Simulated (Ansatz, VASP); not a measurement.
# Cs: VASP beside Ansatz

INCAR

```
SYSTEM = Cs
PREC = Accurate ; ENCUT = 520
EDIFF = 1E-7 ; ISMEAR = -1
SIGMA = 0.1 ; LREAL = .FALSE.
LASPH = .TRUE. ; NELM = 100
ALGO = Normal ; ISIF = 2
LWAVE = .FALSE. ; LCHARG = .TRUE.
GGA = CA ; LELF = .TRUE.
LVHAR = .TRUE. ; NBANDS = 16
```

The input KPOINTS:

```
regular mesh
0
G
  8 8 5
  0 0 0
```

File POSCAR:

```
Cs
1.0
    4.9975215267      0.0000000000      0.0000000000
   -2.4987607634      4.3279805981      0.0000000000
    0.0000000000      0.0000000000      8.1806541340
Cs
2
Direct
    0.3333333333      0.6666666667      0.2500000000
    0.6666666667      0.3333333333      0.7500000000
```

Input for Ansatz:

```yaml
crystal:
  lattice:
    - [4.9975215267, 0.0, 0.0]
    - [-2.4987607634, 4.3279805981, 0.0]
    - [0.0, 0.0, 8.180654134]
  atoms:
    - { symbol: Cs, position: [0.3333333333, 0.6666666667, 0.25] }
    - { symbol: Cs, position: [0.6666666667, 0.3333333333, 0.75] }
hamiltonian:
  xc: lda
  pseudopotentials:
    kind: paw
    azcp:
      Cs: "pseudopotentials/Cs.paw.azcp"
basis:
  ecutwfc: 420
  fft_grid_basis: typed
kpoints:
  mp_grid: { grid: [8, 8, 5], shift: [0, 0, 0] }
magnetization:
  spin_polarized: false
scf:
  occupations: { method: fermi_dirac, width: 0.1 }
  lower_state_search: "off"
output:
  stress: true
```

Alike in both runs: task single point; functional LDA; k mesh 8 × 8 × 5; occupations fermi-dirac, width 0.1 eV; no spin polarisation.

```csv
,VASP,Ansatz
version,VASP 6.6.1,Ansatz 0.2.0
potentials or method,"VASP PAW LDA potentials, release 64 (Cs_sv), cutoff 520 eV","plane waves (420 eV) with PAW, scalar-relativistic"
valence electrons in the cell,18,18
```

|  | VASP | Ansatz | Ansatz less VASP |
| --- | --- | --- | --- |
| pressure (GPa) | 0.2 | 0.2 | +0.01 |

Ansatz warns that its potentials were made for another functional, while VASP's fit it. LDA's correlation is that of Perdew and Zunger in VASP and of Perdew and Wang (1992) in Ansatz.

Spin-orbit coupling is off throughout.
